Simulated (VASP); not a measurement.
Here is a VASP 6.6.1 calculation.

File INCAR:

```
SYSTEM = Si4IrPt
PREC = Accurate ; ENCUT = 520
EDIFF = 1E-6 ; ISMEAR = 0
SIGMA = 0.1 ; LREAL = .False.
LASPH = .True. ; NELM = 100
ALGO = Normal ; ISIF = 2
LWAVE = .False. ; LCHARG = .False.
GGA = PE ; NBANDS = 26
```

The input KPOINTS:

```
regular mesh
0
Gamma
  12 12 4
  0 0 0
```

The input POSCAR:

```
Si4IrPt
1.0
    4.3495878973      0.0000000000      0.0000000000
   -2.1747939486      3.7668536150      0.0000000000
    0.0000000000      0.0000000000      9.2268180944
Si Ir Pt
4 1 1
Direct
    0.0000000000      0.0000000000      0.7602814451
    0.0000000000      0.0000000000      0.2397185549
    0.3333333333      0.6666666667      0.5000000000
    0.6666666667      0.3333333333      0.5000000000
    0.0000000000      0.0000000000      0.5000000000
    0.0000000000      0.0000000000      0.0000000000
```

Potentials or basis: VASP PAW PBE potentials, release 64 (Si, Ir, Pt).

Command:

```sh
$ cat potpaw_PBE.64/Si/POTCAR potpaw_PBE.64/Ir/POTCAR potpaw_PBE.64/Pt/POTCAR > POTCAR
$ mpirun -np 1 vasp_std > vasp.out
```

Question: What does it give for the largest force?

Answer: 0.035 eV/Å.

Question: Predict the pressure.

Answer: 0.1 GPa.

Question: Predict the band gap on the k mesh.

Answer: Zero (an odd number of electrons rules out a gap without spin polarisation).

Forces on the atoms (eV/Å):
```
Si   0.000  0.000 -0.035
Si   0.000  0.000  0.035
Si   0.000  0.000  0.000
Si   0.000  0.000  0.000
Ir   0.000  0.000  0.000
Pt   0.000  0.000  0.000
```

Caveat: spin-orbit coupling is left out, which moves the levels of the heavy elements.
